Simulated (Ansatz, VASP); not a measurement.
This is a calculation of SnSe for Ansatz 0.2.0.

The input input.yaml:

```yaml
crystal:
  lattice:
    - [0.0, 3.01, 3.01]
    - [3.01, 0.0, 3.01]
    - [3.01, 3.01, 0.0]
  atoms:
    - { symbol: Sn, position: [0.0, 0.0, 0.0] }
    - { symbol: Se, position: [0.5, 0.5, 0.5] }
kpoints:
  mp_grid: { grid: [4, 4, 4] }
scf:
  occupations: { method: fermi_dirac, width: 0.05 }
hamiltonian:
  xc: pbe
  pseudopotentials: { kind: all_electron, datasets: crystal }
output:
  forces: true
  stress: true
  eigenvalues: true
```

Potentials or basis: all-electron PAW datasets made for the crystal.

Launch:

```bash
$ ansatz run input.yaml --threads 1 --pin off --max-ram 3072MiB --backend cpu --events-out ev --progress --plain --runs-dir out
```

Translate it to VASP 6.6.1. Potentials there: VASP PAW PBE potentials, release 64 (Sn_d, Se).

As run (the cutoff follows the program's own potentials):

The input INCAR:

```
SYSTEM = SnSe
ALGO = Normal ; EDIFF = 1E-6
ENCUT = 520 ; GGA = PE
ISIF = 2 ; ISMEAR = -1
LASPH = .TRUE. ; LCHARG = .FALSE.
LREAL = .FALSE. ; LWAVE = .FALSE.
NBANDS = 17 ; NELM = 60
PREC = Accurate ; SIGMA = 0.05
```

The input KPOINTS:

```
k-points
0
G
  4 4 4
  0 0 0
```

POSCAR

```
SnSe
1.0
    0.0000000000      3.0100000000      3.0100000000
    3.0100000000      0.0000000000      3.0100000000
    3.0100000000      3.0100000000      0.0000000000
Sn Se
1 1
Direct
    0.0000000000      0.0000000000      0.0000000000
    0.5000000000      0.5000000000      0.5000000000
```

Potentials or basis: VASP PAW PBE potentials, release 64 (Sn_d, Se).

The run is started by

```bash
$ cat potpaw_PBE.64/Sn_d/POTCAR potpaw_PBE.64/Se/POTCAR > POTCAR
$ mpirun -np 1 vasp_std > vasp.out
```

Both were run:

|  | VASP | Ansatz | Ansatz less VASP |
| --- | --- | --- | --- |
| gap on the k mesh at the Fermi level (eV) | 0.57 | 0.57 | 0.000 |
| least direct gap on the mesh (eV) | 0.57 | 0.57 | 0.000 |
| pressure (GPa) | -0.4 | -0.4 | +0.01 |

Ansatz ran all-electron here, and VASP with PAW potentials.

The k mesh is coarse, so the values compare programs but aren't converged.
